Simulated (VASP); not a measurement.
# Ag (Im-3m) in VASP: a series of runs, part 2 of 2

VASP 6.6.1. Earlier steps stand in the parts before.

## (4) Relaxation of cell and atoms, PBE

This run uses another cell than the first one, of 17.01 Å³/atom.

File INCAR:

```
SYSTEM = Ag
PREC = Accurate
ENCUT = 500
EDIFF = 1E-7
ISMEAR = 0
SIGMA = 0.05
LREAL = .False.
LASPH = .True.
NELM = 120
ALGO = Normal
ISIF = 3
LWAVE = .False.
LCHARG = .False.
GGA = PE
IBRION = 2
NSW = 80
EDIFFG = -0.03
GGA_COMPAT = .False.
NELMIN = 4
```

File KPOINTS:

```
regular mesh
0
Gamma
  11 11 11
  0 0 0
```

File POSCAR:

```
Ag
1.0
   -1.6200000000      1.6200000000      1.6200000000
    1.6200000000     -1.6200000000      1.6200000000
    1.6200000000      1.6200000000     -1.6200000000
Ag
1
Direct
    0.0000000000      0.0000000000      0.0000000000
```

Potentials or basis: VASP PAW PBE potentials, release 64 (Ag).

On the command line:

```console
> cat potpaw_PBE.64/Ag/POTCAR > POTCAR
> mpirun -np 1 vasp_std > vasp.out
```

OUTCAR:

```text
SYSTEM = Ag
   PREC = Accurate
   ENCUT = 500
   EDIFF = 1E-7
   ISMEAR = 0
   LREAL = .False.
   LASPH = .True.
   NELM = 120
   ISIF = 3
   GGA = PE
   IBRION = 2
   NSW = 80
   EDIFFG = -0.03
   NELMIN = 4

 ion  position               nearest neighbor table
   1  0.000  0.000  0.000-

  LATTYP: Found a body centered cubic cell.
 ALAT       =     3.2400000000

  Lattice vectors:

 A1 = (  -1.6200000000,   1.6200000000,   1.6200000000)
 A2 = (   1.6200000000,  -1.6200000000,   1.6200000000)
 A3 = (   1.6200000000,   1.6200000000,  -1.6200000000)

Analysis of symmetry for initial positions (statically):
=====================================================================
 Subroutine PRICEL returns:
 Original cell was already a primitive cell.

 Routine SETGRP: Setting up the symmetry group for a
 body centered cubic supercell.

 Subroutine GETGRP returns: Found 48 space group operations
 (whereof 48 operations were pure point group operations)
 out of a pool of 48 trial point group operations.

The static configuration has the point symmetry O_h .

Analysis of symmetry for dynamics (positions and initial velocities):
=====================================================================
 Subroutine PRICEL returns:
 Original cell was already a primitive cell.

 Routine SETGRP: Setting up the symmetry group for a
 body centered cubic supercell.

 Subroutine GETGRP returns: Found 48 space group operations
 (whereof 48 operations were pure point group operations)
 out of a pool of 48 trial point group operations.

The dynamic configuration has the point symmetry O_h .

 Subroutine INISYM returns: Found 48 space group operations
 (whereof 48 operations are pure point group operations),
 and found     1 'primitive' translations
[... 118 lines left out ...]
   GGA     = PE    functional components
   LHFCALC =     F    Hartree Fock is set to
   AEXX    =    0.0000 exact exchange contribution
   IVDW    =     0    specifies the selected vdW correction
   LEPSILON=     F    determine dielectric tensor
   LRPA    =     F    only Hartree local field effects (RPA)
 conjugate gradient relaxation of ions
 non-spin polarized calculation
 Gauss-broadening in eV      SIGMA  =   0.05
  energy-cutoff  :      500.00
  volume of cell :       17.01
 maximum number of plane-waves:       444
   NGX = 11   NGY = 11   NGZ = 11

--------------------------------------- Ionic step        1  -------------------------------------------

 number of electron      10.9999993 magnetization

 Free energy of the ion-electron system (eV)
  ---------------------------------------------------
  ext. energy  EPLUGINS =         0.00000000
  ---------------------------------------------------
  free energy    TOTEN  =        -2.67757021 eV

  energy without entropy =       -2.67628002  energy(sigma->0) =       -2.67692511

------------------------ aborting loop because EDIFF is reached ----------------------------------------

  FORCE on cell =-STRESS in cart. coord.  units (eV):
  Direction    XX          YY          ZZ          XY          YZ          ZX
  --------------------------------------------------------------------------------------
  -------------------------------------------------------------------------------------
  Total        0.6173383      0.6173383      0.6173383     -0.0000000      0.0000000      0.0000000
  in kB       58.1605826     58.1605826     58.1605826     -0.0000000      0.0000000      0.0000000
  external PRESSURE =      58.1605826 kB  Pullay stress =       0.0000000 kB
[... 57 lines left out ...]
--------------------------------------- Ionic step        3  -------------------------------------------

 number of electron      11.0000011 magnetization

 Free energy of the ion-electron system (eV)
  ---------------------------------------------------
  ext. energy  EPLUGINS =         0.00000000
  ---------------------------------------------------
  free energy    TOTEN  =        -2.69420546 eV

  energy without entropy =       -2.69304185  energy(sigma->0) =       -2.69362366

 E-fermi :   7.6867     XC(G=0): -11.8939

 val. band max:        7.6789275720   @ k =  -0.3636   0.4545   0.0909
 cond. band min:       7.8961188248   @ k =  -0.4545   0.4545   0.0909
 fundamental gap:      0.2171912527
 Fermi energy:         7.6866915179

 k-point     1 :       0.0000    0.0000    0.0000
  band No.  band energies     occupation
      1       0.3361      2.00000
      2       2.9889      2.00000
      3       2.9889      2.00000
      4       2.9889      2.00000
      5       4.2108      2.00000
      6       4.2108      2.00000
      7      25.5036      0.00000
      8      25.5036      0.00000
      9      25.5036      0.00000
[... 265 lines left out ...]
 k-point    24 :       0.3636    0.1818    0.0909
  band No.  band energies     occupation
      1       2.1701      2.00000
      2       2.4416      2.00000
      3       3.6523      2.00000
      4       4.2515      2.00000
      5       4.3601      2.00000
      6      10.4303      0.00000
      7      11.9348      0.00000
      8      16.3269      0.00000
      9      18.8274      0.00000

 [... further k-points ...]
[... 5 lines left out ...]
  --------------------------------------------------------------------------------------
  -------------------------------------------------------------------------------------
  Total        0.0016234      0.0016234      0.0016234      0.0000000      0.0000000      0.0000000
  in kB        0.1446495      0.1446495      0.1446495      0.0000000      0.0000000      0.0000000
  external PRESSURE =       0.1446495 kB  Pullay stress =       0.0000000 kB
[... 16 lines left out ...]
  FREE ENERGIE OF THE ION-ELECTRON SYSTEM (eV)
  ---------------------------------------------------
  free  energy   TOTEN  =        -2.6942054645 eV

  energy  without entropy=       -2.6930418456  energy(sigma->0) =       -2.69362366

 reached required accuracy - stopping structural energy minimisation
```

Run time: 14 s. Hardware: 1 thread of AMD EPYC 7R13 (Zen 3), shared host; peak memory 0.1 GiB.

Results:

```
Free energy                           : -2.6942 eV
Relaxed volume                        : 17.98 Å³/atom
Relaxed cell                          : a = 2.859 Å, b = 2.859 Å, c = 2.859 Å, α = 109.47°, β = 109.47°, γ = 109.47°
Space group after relaxing (to 0.1 Å) : Im-3m (No. 229)
Energy gained by relaxing             : 16.6 meV/atom
Ionic steps                           : 3
Pressure after relaxing               : 0.0 GPa
Band gap on the k mesh                : zero (an odd number of electrons rules out a gap without spin polarisation)
```

The path:
```tsv
step	energy change (eV)	largest force (eV/Å)	pressure (GPa)	volume (Å³)
1	0.0000	0.0000	5.82	17.01
2	-0.0116	0.0000	-2.62	18.57
3	-0.0166	0.0000	0.01	17.98
```

Final structure:
```cif
data_structure
_symmetry_space_group_name_H-M 'P 1'
_symmetry_Int_Tables_number 1
_cell_length_a 2.8586
_cell_length_b 2.8586
_cell_length_c 2.8586
_cell_angle_alpha 109.471
_cell_angle_beta 109.471
_cell_angle_gamma 109.471
_cell_volume 17.98
loop_
_atom_site_label
_atom_site_type_symbol
_atom_site_fract_x
_atom_site_fract_y
_atom_site_fract_z
_atom_site_occupancy
Ag1 Ag 0.00000 0.00000 0.00000 1
```

Levels at points of the mesh, in eV from the Fermi level:
| k point | band 2 | band 3 | band 4 | band 5 | band 6 | band 7 | band 8 | band 9 |
| --- | --- | --- | --- | --- | --- | --- | --- | --- |
| (0.00, 0.00, 0.00) | -4.70 | -4.70 | -4.70 | -3.48 | -3.48 | 17.82 | 17.82 | 17.82 |

## (5) Relaxation of cell and atoms, PBE, target pressure 15 GPa, at which the enthalpy is minimised

This run uses another cell than the first one, of 17.01 Å³/atom.

File INCAR:

```
SYSTEM = Ag
  ALGO = Normal
  EDIFF = 1E-7
  EDIFFG = -0.03
  ENCUT = 500
  GGA = PE
  GGA_COMPAT = .FALSE.
  IBRION = 2
  ISIF = 3
  ISMEAR = 0
  LASPH = .TRUE.
  LCHARG = .FALSE.
  LREAL = .FALSE.
  LWAVE = .FALSE.
  NELM = 120
  NELMIN = 4
  NSW = 80
  PREC = Accurate
  PSTRESS = 150.0
  SIGMA = 0.05
```

File KPOINTS:

```
k-points
0
G
  11 11 11
  0 0 0
```

POSCAR is that of step 4.

On the command line:

```console
> cat potpaw_PBE.64/Ag/POTCAR > POTCAR
> mpirun -np 1 vasp_std > vasp.out
```

It took 14 s on 1 thread of AMD EPYC 7R13 (Zen 3), shared host; peak memory 0.1 GiB.

It converged, with:

| Quantity | Value |
| --- | --- |
| Free energy | -2.6119 eV |
| Relaxed volume | 15.96 Å³/atom |
| Relaxed cell | a = 2.747 Å, b = 2.747 Å, c = 2.747 Å, α = 109.47°, β = 109.47°, γ = 109.47° |
| Space group after relaxing (to 0.1 Å) | Im-3m (No. 229) |
| Energy change on relaxing (the run minimises the enthalpy) | +65.6 meV/atom |
| Ionic steps | 3 |
| Pressure after relaxing | 14.8 GPa |
| Band gap on the k mesh | zero (an odd number of electrons rules out a gap without spin polarisation) |

The path:
| step | energy change (eV) | largest force (eV/Å) | pressure (GPa) | volume (Å³) |
| --- | --- | --- | --- | --- |
| 1 | 0.0000 | 0.0000 | 5.82 | 17.01 |
| 2 | 0.2380 | 0.0000 | 30.92 | 14.72 |
| 3 | 0.0656 | 0.0000 | 14.85 | 15.96 |

Final structure:
```cif
data_structure
_symmetry_space_group_name_H-M 'P 1'
_symmetry_Int_Tables_number 1
_cell_length_a 2.7471
_cell_length_b 2.7471
_cell_length_c 2.7471
_cell_angle_alpha 109.471
_cell_angle_beta 109.471
_cell_angle_gamma 109.471
_cell_volume 15.96
loop_
_atom_site_label
_atom_site_type_symbol
_atom_site_fract_x
_atom_site_fract_y
_atom_site_fract_z
_atom_site_occupancy
Ag1 Ag 0.00000 0.00000 0.00000 1
```

Levels at points of the mesh, in eV from the Fermi level:
| k point | band 3 | band 4 | band 5 | band 6 | band 7 | band 8 | band 9 |
| --- | --- | --- | --- | --- | --- | --- | --- |
| (0.00, 0.00, 0.00) | -5.18 | -5.18 | -3.69 | -3.69 | 18.20 | 18.20 | 18.20 |

Caveat: the cell is relaxed towards a set pressure, so the run minimises the enthalpy, not the energy.

## (6) Relaxation of cell and atoms, PBE, target pressure 30 GPa, at which the enthalpy is minimised

This run uses another cell than the first one, of 17.01 Å³/atom.

File INCAR:

```
PREC = Accurate
ENCUT = 500
EDIFF = 1E-7
ISMEAR = 0
SIGMA = 0.05
LREAL = False
LASPH = True
NELM = 120
ALGO = Normal
ISIF = 3
LWAVE = False
LCHARG = False
GGA = PE
IBRION = 2
NSW = 80
EDIFFG = -0.03
PSTRESS = 300.0
GGA_COMPAT = False
NELMIN = 4
```

File KPOINTS:

```
regular mesh
0
Gamma
  11 11 11
```

POSCAR is that of step 5.

Potentials or basis: VASP PAW PBE potentials, release 64 (Ag).

On the command line:

```console
> cat potpaw_PBE.64/Ag/POTCAR > POTCAR
> mpirun -np 1 vasp_std > vasp.out
```

Wall time 21 s (1 thread of AMD EPYC 7R13 (Zen 3), shared host); peak memory 0.1 GiB.

The run converged. Its results:

- Free energy: -2.4503 eV
- Relaxed volume: 14.77 Å³/atom
- Relaxed cell: a = 2.677 Å, b = 2.677 Å, c = 2.677 Å, α = 109.47°, β = 109.47°, γ = 109.47°
- Space group after relaxing (to 0.1 Å): Im-3m (No. 229)
- Energy change on relaxing (the run minimises the enthalpy): +227.3 meV/atom
- Ionic steps: 5
- Pressure after relaxing: 30.0 GPa
- Band gap on the k mesh: zero (an odd number of electrons rules out a gap without spin polarisation)

The path:
| step | energy change (eV) | largest force (eV/Å) | pressure (GPa) | volume (Å³) |
| --- | --- | --- | --- | --- |
| 1 | 0.0000 | 0.0000 | 5.82 | 17.01 |
| 2 | 1.7730 | 0.0000 | 143.27 | 11.44 |
| 3 | 0.1979 | 0.0000 | 27.47 | 14.94 |
| 4 | 0.2169 | 0.0000 | 29.12 | 14.83 |
| 5 | 0.2273 | 0.0000 | 29.97 | 14.77 |

Final structure:
```
CELL_PARAMETERS angstrom
-1.54579 1.54579 1.54579
1.54579 -1.54579 1.54579
1.54579 1.54579 -1.54579
ATOMIC_POSITIONS crystal
Ag 0.00000 0.00000 0.00000
```

Levels at points of the mesh, in eV from the Fermi level:
```csv
k point,band 3,band 4,band 5,band 6,band 7,band 8,band 9
"(0.00, 0.00, 0.00)",-5.54,-5.54,-3.86,-3.86,18.41,18.41,18.41
```

Caveat: the cell is relaxed towards a set pressure, so the run minimises the enthalpy, not the energy.

## (7) Relaxation of cell and atoms, PBE, target pressure 45 GPa, at which the enthalpy is minimised

This run uses another cell than the first one, of 17.01 Å³/atom.

File INCAR:

```
  ALGO = Normal
  EDIFF = 1E-7
  EDIFFG = -0.03
  ENCUT = 500
  GGA = PE
  GGA_COMPAT = F
  IBRION = 2
  ISIF = 3
  ISMEAR = 0
  LASPH = T
  LCHARG = F
  LREAL = F
  LWAVE = F
  NELM = 120
  NELMIN = 4
  NSW = 80
  PREC = Accurate
  PSTRESS = 450.0
  SIGMA = 0.05
```

File KPOINTS:

```
k-points
0
Gamma
  11 11 11
```

POSCAR is that of step 6.

On the command line:

```console
> cat potpaw_PBE.64/Ag/POTCAR > POTCAR
> mpirun -np 1 vasp_std > vasp.out
```

Run time: 24 s. Hardware: 1 thread of AMD EPYC 7R13 (Zen 3), shared host; peak memory 0.11 GiB.

It converged, with:

```yaml
Free_energy: -2.2655 eV
Relaxed_volume: 13.98 Å³/atom
Relaxed_cell: a = 2.628 Å, b = 2.628 Å, c = 2.628 Å, α = 109.47°, β = 109.47°, γ = 109.47°
Space_group_after_relaxing_to_0.1_Å: Im-3m (No. 229)
Energy_change_on_relaxing_the_run_minimises_the_enthalpy: +412.0 meV/atom
Ionic_steps: 5
Pressure_after_relaxing: 45.1 GPa
Band_gap_on_the_k_mesh: zero (an odd number of electrons rules out a gap without spin polarisation)
```

Step by step:
| step | energy change (eV) | largest force (eV/Å) | pressure (GPa) | volume (Å³) |
| --- | --- | --- | --- | --- |
| 1 | 0.0000 | 0.0000 | 5.82 | 17.01 |
| 2 | 6.5499 | 0.0000 | 484.19 | 8.69 |
| 3 | 0.3020 | 0.0000 | 36.27 | 14.41 |
| 4 | 0.3530 | 0.0000 | 40.43 | 14.20 |
| 5 | 0.4120 | 0.0000 | 45.14 | 13.98 |

Final structure:
```xyz
1
Lattice="-1.5175 1.5175 1.5175 1.5175 -1.5175 1.5175 1.5175 1.5175 -1.5175" Properties=species:S:1:pos:R:3 pbc="T T T"
Ag    0.0000    0.0000    0.0000
```

Levels at points of the mesh, in eV from the Fermi level:
```csv
k point,band 2,band 3,band 4,band 5,band 6,band 7,band 8,band 9
"(0.00, 0.00, 0.00)",-5.84,-5.84,-5.84,-4.00,-4.00,18.51,18.51,18.51
```

Caveat: the cell is relaxed towards a set pressure, so the run minimises the enthalpy, not the energy; the volume moved by over 15 % at a fixed basis, so the end points are rough.

## (8) Summary

| task | cell | gap on the mesh (eV) | pressure (GPa) |
| --- | --- | --- | --- |
| single point | a = 2.748 Å, angles 109.5°, 1 atom | none | 14.8 |
| single point | a = 2.859 Å, angles 109.5°, 1 atom | none | -0.1 |
| relaxation of cell and atoms | relaxed from a = 2.806 Å, angles 109.5°, 1 atom | none | 0.0 |
| relaxation of cell and atoms | relaxed to 15 GPa from a = 2.806 Å, angles 109.5°, 1 atom | none | 14.8 |
| relaxation of cell and atoms | relaxed to 30 GPa from a = 2.806 Å, angles 109.5°, 1 atom | none | 30.0 |
| relaxation of cell and atoms | relaxed to 45 GPa from a = 2.806 Å, angles 109.5°, 1 atom | none | 45.1 |

Alike in all rows: level PBE; potentials or basis VASP PAW PBE potentials, release 64 (Ag); no spin polarisation; k mesh 11 × 11 × 11; cutoff (eV) 500; smearing gaussian 0.05 eV.

Caveats: the cell is relaxed towards a set pressure, so the run minimises the enthalpy, not the energy (at least some runs); the cell stands under pressure (at least some runs); the volume moved by over 15 % at a fixed basis, so the end points are rough (at least some runs).

Absolute energies hang on the potentials; compare differences alone.
